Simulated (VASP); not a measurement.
# Cu (Fm-3m) in VASP: further runs, part 2 of 2

VASP 6.6.1. The steps go on from the part before.

**4. Single point, PBE (13.15 Å³/atom)**

This run uses another cell than the first one, of 13.15 Å³/atom.

INCAR

```
PREC = Accurate ; ENCUT = 520
EDIFF = 1E-7 ; ISMEAR = 0
SIGMA = 0.1 ; LREAL = F
LASPH = T ; NELM = 100
ALGO = Normal ; ISIF = 2
LWAVE = F ; LCHARG = F
GGA = PE ; NBANDS = 12
```

KPOINTS

```
Automatic mesh
0
Gamma
  26 26 26
```

POSCAR

```
Cu
1.0
    0.0000000000      1.8734206595      1.8734206595
    1.8734206595      0.0000000000      1.8734206595
    1.8734206595      1.8734206595      0.0000000000
Cu
1
Direct
    0.0000000000      0.0000000000      0.0000000000
```

Potentials or basis: VASP PAW PBE potentials, release 64 (Cu).

Run with:

```console
$ cat potpaw_PBE.64/Cu/POTCAR > POTCAR
$ mpirun -np 1 vasp_std > vasp.out
```

OUTCAR:

```text
PREC = Accurate
   ENCUT = 520
   EDIFF = 1E-7
   ISMEAR = 0
   LREAL = F
   LASPH = T
   NELM = 100
   ISIF = 2
   GGA = PE

 ion  position               nearest neighbor table
   1  0.000  0.000  0.000-

  LATTYP: Found a face centered cubic cell.
 ALAT       =     3.7468413190

  Lattice vectors:

 A1 = (   0.0000000000,   1.8734206595,   1.8734206595)
 A2 = (   1.8734206595,   0.0000000000,   1.8734206595)
 A3 = (   1.8734206595,   1.8734206595,   0.0000000000)

Analysis of symmetry for initial positions (statically):
=====================================================================
 Subroutine PRICEL returns:
 Original cell was already a primitive cell.

 Routine SETGRP: Setting up the symmetry group for a
 face centered cubic supercell.

 Subroutine GETGRP returns: Found 48 space group operations
 (whereof 48 operations were pure point group operations)
 out of a pool of 48 trial point group operations.

The static configuration has the point symmetry O_h .

Analysis of symmetry for dynamics (positions and initial velocities):
[... 164 lines left out ...]
 k-point     1 :       0.0000    0.0000    0.0000
  band No.  band energies     occupation
      1      -2.2372      2.00000
      2       3.6080      2.00000
      3       3.6080      2.00000
      4       3.6080      2.00000
      5       4.3031      2.00000
      6       4.3031      2.00000
      7      28.0541      0.00000
      8      29.8854      0.00000
      9      29.8854      0.00000
     10      29.8854      0.00000
     11      32.3382      0.00000
     12      32.3382      0.00000
[... 331 lines left out ...]
 k-point    24 :       0.3846    0.0385    0.0000
  band No.  band energies     occupation
      1       1.3841      2.00000
      2       3.6279      2.00000
      3       3.6612      2.00000
      4       3.9048      2.00000
      5       4.6817      2.00000
      6       4.7062      2.00000
      7      12.7866      0.00000
      8      25.9947      0.00000
      9      26.5264      0.00000
     10      27.4257      0.00000
     11      30.6794      0.00000
     12      31.7288      0.00000

 [... further k-points ...]

------------------------ aborting loop because EDIFF is reached ----------------------------------------

  FORCE on cell =-STRESS in cart. coord.  units (eV):
  Direction    XX          YY          ZZ          XY          YZ          ZX
  --------------------------------------------------------------------------------------
  -------------------------------------------------------------------------------------
  Total       -0.8236745     -0.8236745     -0.8236745      0.0000000     -0.0000000      0.0000000
  in kB     -100.3529786   -100.3529786   -100.3529786      0.0000000     -0.0000000      0.0000000
  external PRESSURE =    -100.3529786 kB  Pullay stress =       0.0000000 kB

 VOLUME and BASIS-vectors are now :
 -----------------------------------------------------------------------------
  energy-cutoff  :      520.00
  volume of cell :       13.15
      direct lattice vectors                 reciprocal lattice vectors
     0.000000000  1.873420660  1.873420660    -0.266891473  0.266891473  0.266891473
     1.873420660  0.000000000  1.873420660     0.266891473 -0.266891473  0.266891473
     1.873420660  1.873420660  0.000000000     0.266891473  0.266891473 -0.266891473

 POSITION                                       TOTAL-FORCE (eV/Angst)
 -----------------------------------------------------------------------------------
      0.00000      0.00000      0.00000         0.000000      0.000000      0.000000
 -----------------------------------------------------------------------------------
    total drift:                                0.000000      0.000000      0.000000

  FREE ENERGIE OF THE ION-ELECTRON SYSTEM (eV)
  ---------------------------------------------------
  free  energy   TOTEN  =        -3.6904225349 eV

  energy  without entropy=       -3.6892737775  energy(sigma->0) =       -3.68984816
```

OSZICAR:

```text
N       E                     dE             d eps       ncg     rms          rms(c)
DAV:   1     0.437605655265E+02    0.43761E+02   -0.53595E+03 13284   0.148E+03
DAV:   2    -0.313541299744E+01   -0.46896E+02   -0.43332E+02 12612   0.201E+02
DAV:   3    -0.452692627628E+01   -0.13915E+01   -0.13816E+01 14504   0.403E+01
DAV:   4    -0.453624244317E+01   -0.93162E-02   -0.93149E-02 14000   0.291E+00
DAV:   5    -0.453633934401E+01   -0.96901E-04   -0.96901E-04 14716   0.301E-01    0.747E+00
DAV:   6    -0.414642126124E+01    0.38992E+00   -0.15644E+01 14616   0.727E+01    0.447E+00
DAV:   7    -0.369955425863E+01    0.44687E+00   -0.26557E+00 14604   0.303E+01    0.460E-01
DAV:   8    -0.369297106087E+01    0.65832E-02   -0.98022E-03 15244   0.189E+00    0.384E-01
DAV:   9    -0.369043156917E+01    0.25395E-02   -0.17268E-02 14988   0.224E+00    0.399E-02
DAV:  10    -0.369042276796E+01    0.88012E-05   -0.10167E-04 18640   0.171E-01    0.819E-03
DAV:  11    -0.369042253031E+01    0.23766E-06   -0.82862E-07 14932   0.124E-02    0.771E-04
DAV:  12    -0.369042253494E+01   -0.46357E-08   -0.66603E-08  8972   0.404E-03
   1 F= -.36904225E+01 E0= -.36898482E+01  d E =-.114876E-02
```

stdout:

```text
POSCAR found type information on POSCAR Cu
 POSCAR found :  1 types and       1 ions
 scaLAPACK will be used
 LDA part: xc-table for (Slater+PW92), standard interpolation
 POSCAR, INCAR and KPOINTS ok, starting setup
 FFT: planning ... GRIDC
 FFT: planning ... GRID_SOFT
 FFT: planning ... GRID
 WAVECAR not read
 entering main loop
```

Run time: 27 s. Hardware: 1 thread of Intel Xeon 6975P-C (Granite Rapids), shared host; peak memory 0.18 GiB.

Results:

```
Free energy            : -3.6904 eV
Pressure               : -10.0 GPa
Band gap on the k mesh : zero (an odd number of electrons rules out a gap without spin polarisation)
```

Levels at points of the mesh, in eV from the Fermi level:
```tsv
k point	band 3	band 4	band 5	band 6	band 7	band 8	band 9	band 10
(0.00, 0.00, 0.00)	-2.74	-2.74	-2.05	-2.05	21.70	23.54	23.54	23.54
(0.50, 0.00, 0.00)	-2.77	-1.56	-1.56	-0.72	3.22	20.25	20.43	20.43
(0.50, 0.50, 0.00)	-1.58	-1.44	-1.44	1.55	6.37	12.25	12.25	16.49
```

Caveat: the cell stands under tension.

**5. Single point, PBE**

This run uses another cell than the first one, of 11.96 Å³/atom.

INCAR

```
ALGO = Normal ; EDIFF = 1E-6
ENCUT = 520 ; GGA = PE
ISIF = 2 ; ISMEAR = -1
LASPH = True ; LCHARG = True
LELF = True ; LREAL = False
LVHAR = True ; LWAVE = False
NBANDS = 12 ; NELM = 80
PREC = Accurate ; SIGMA = 0.15
```

KPOINTS

```
k-points
0
Gamma
  28 28 28
```

POSCAR

```
Cu
1.0
    0.0000000000      1.8151299685      1.8151299685
    1.8151299685      0.0000000000      1.8151299685
    1.8151299685      1.8151299685      0.0000000000
Cu
1
Direct
    0.0000000000      0.0000000000      0.0000000000
```

Run with:

```console
$ cat potpaw_PBE.64/Cu/POTCAR > POTCAR
$ mpirun -np 1 vasp_std > vasp.out
```

Run time: 29 s. Hardware: 1 thread of Intel Xeon 6975P-C (Granite Rapids), shared host; peak memory 0.19 GiB.

Results (log left out):

```
Free energy            : -3.7390 eV
Pressure               : 0.6 GPa
Band gap on the k mesh : zero (an odd number of electrons rules out a gap without spin polarisation)
```

Levels at points of the mesh, in eV from the Fermi level:
| k point | band 3 | band 4 | band 5 | band 6 | band 7 | band 8 | band 9 | band 10 |
| --- | --- | --- | --- | --- | --- | --- | --- | --- |
| (0.00, 0.00, 0.00) | -3.01 | -3.01 | -2.21 | -2.21 | 22.47 | 25.02 | 25.02 | 25.02 |
| (0.50, 0.00, 0.00) | -3.05 | -1.65 | -1.65 | -0.99 | 3.67 | 20.97 | 21.85 | 21.85 |
| (0.50, 0.50, 0.00) | -1.67 | -1.51 | -1.51 | 1.49 | 7.00 | 12.96 | 12.96 | 17.42 |

**6. The runs side by side**

```tsv
cell	k mesh	smearing	gap on the mesh (eV)	pressure (GPa)
a = 2.592 Å, angles 60.0°, 1 atom	26 × 26 × 26	gaussian 0.1 eV	none	-3.1
a = 2.617 Å, angles 60.0°, 1 atom	26 × 26 × 26	gaussian 0.1 eV	none	-6.5
a = 2.649 Å, angles 60.0°, 1 atom	26 × 26 × 26	gaussian 0.1 eV	none	-10.0
a = 2.567 Å, angles 60.0°, 1 atom	28 × 28 × 28	fermi-dirac 0.15 eV	none	0.6
```

Alike in all rows: task single point; level PBE; potentials or basis VASP PAW PBE potentials, release 64 (Cu); no spin polarisation; cutoff (eV) 520.

Caveats: the cell stands under tension (at least some runs).

Total energies depend on the potentials used, so only differences within one code and one set of settings carry meaning.
